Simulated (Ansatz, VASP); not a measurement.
## One calculation of Sb, two programs

Contents of INCAR:

```
PREC     = Accurate       # precision mode
ENCUT    = 520            # plane-wave cutoff, eV
EDIFF    = 1E-8           # SCF threshold, eV
ISMEAR   = -1             # smearing method
SIGMA    = 0.05           # smearing width, eV
LREAL    = False          # projectors in reciprocal space
LASPH    = True           # aspherical terms in the spheres
NELM     = 100            # most SCF steps
ALGO     = Normal         # electronic algorithm
ISIF     = 2              # what is computed and relaxed
LWAVE    = False          # write WAVECAR
LCHARG   = False          # write CHGCAR
GGA      = PS             # functional
LEFG     = True         
NBANDS   = 12             # bands
```

The input KPOINTS:

```
Automatic mesh
0
Gamma
  9 9 9
```

Contents of POSCAR:

```
Sb
1.0
    2.1361663378      1.2333162102      3.7188717261
   -2.1361663378      1.2333162102      3.7188717261
    0.0000000000     -2.4666324202      3.7188717261
Sb
2
Direct
    0.2336400000      0.2336400000      0.2336400000
    0.7663600000      0.7663600000      0.7663600000
```

Input for Ansatz:

```yaml
crystal:
  lattice:
    - [2.1361663378, 1.2333162102, 3.7188717261]
    - [-2.1361663378, 1.2333162102, 3.7188717261]
    - [0.0, -2.4666324202, 3.7188717261]
  atoms:
    - { symbol: Sb, position: [0.23364, 0.23364, 0.23364] }
    - { symbol: Sb, position: [0.76636, 0.76636, 0.76636] }
kpoints:
  mp_grid: { grid: [9, 9, 9] }
scf:
  occupations: { method: fermi_dirac, width: 0.05 }
hamiltonian:
  xc: pbesol
  pseudopotentials: { kind: paw }
output:
  forces: true
  stress: true
  eigenvalues: true
  efg: { contact_densities: true }
```

Change from the starting cell: volume scaled by 0.98, PAW files.

Alike in both runs: task electric field gradients; functional PBEsol; k mesh 9 × 9 × 9; occupations fermi-dirac, width 0.05 eV; no spin polarisation.

|  | VASP | Ansatz |
| --- | --- | --- |
| version | VASP 6.6.1 | Ansatz 0.2.0 |
| potentials or method | VASP PAW PBE potentials, release 64 (Sb) | PAW with Ansatz's default frozen-core files, scalar-relativistic |
| plane-wave cutoff (eV) | 520 | 420 |
| valence electrons in the cell | 10 | 30 |

VASP gave:

```
pressure (GPa)                                                : 1.9
traceless stress, the component that is largest in VASP (GPa) : -0.54
rms of the force components (eV/Å)                            : 0.181
size of Vzz on the site where it differs most (V/Å²)          : 43.3
```

Question: Which values does Ansatz return?

Answer: Pressure (GPa): 1.7; traceless stress, the component that is largest in VASP (GPa): -0.48; rms of the force components (eV/Å): 0.146; size of Vzz on the site where it differs most (V/Å²): 47.4.

VASP's potentials were made for PBE, not for PBEsol. Atom by atom the forces differ by 0.036 eV/Å (rms over components). VASP's potentials hold 10 valence electrons a cell and Ansatz's 30, so a difference there can come from the potentials and not from the codes.

Spin-orbit coupling is off throughout.
